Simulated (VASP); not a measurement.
Set up this calculation in VASP 6.6.1, as the native input.

| Item | Value |
| --- | --- |
| Task | single point |
| Functional | PBEsol |
| Potentials or basis | VASP PAW PBE potentials, release 64 (Mg, O) |
| Cutoff | 520 eV |
| k mesh | 10 × 10 × 10 |
| Occupations | gaussian, width 0.01 eV |
| Spin | no spin polarisation |
| Dipole correction | no |
| Further INCAR settings | ALGO = Normal; EDIFF = 1e-06; NBANDS = 11 |

The structure of MgO lies in POSCAR:

```
MgO
1.0
    2.0649969612      2.0649969612      0.0000000000
   -2.0649969612      2.0649969612      0.0000000000
    0.0000000000      2.0649969612      2.1342077009
Mg O
1 1
Direct
    0.0000000000      0.0000000000      0.0000000000
    0.5000000000      0.5000000000      0.0000000000
```

This cell differs from its parent crystal: in-plane strain -0.02, then relaxed in part.

The input as run:

INCAR

```
SYSTEM = MgO
PREC = Accurate
ENCUT = 520
EDIFF = 1E-6
ISMEAR = 0
SIGMA = 0.01
LREAL = .FALSE.
LASPH = .TRUE.
NELM = 80
ALGO = Normal
ISIF = 2
LWAVE = .FALSE.
LCHARG = .TRUE.
GGA = PS
LELF = .TRUE.
LVHAR = .TRUE.
NBANDS = 11
```

KPOINTS

```
regular mesh
0
G
  10 10 10
  0 0 0
```

Potentials or basis: VASP PAW PBE potentials, release 64 (Mg, O).

The run is started by

```sh
$ cat potpaw_PBE.64/Mg/POTCAR potpaw_PBE.64/O/POTCAR > POTCAR
$ mpirun -np 1 vasp_std > vasp.out
```

Results of the run:

* Pressure: 4.5 GPa
* Band gap on the k mesh: 4.84 eV, direct

Caveat: the cell differs from its parent crystal (in-plane strain -0.02, then relaxed in part); the PAW data sets were made with another functional, which shifts forces and pressure a little.

It took 12 s on 1 thread of AMD EPYC 9R45 96-Core Processor (Zen 5), on a shared host, peak memory 0.12 GiB.
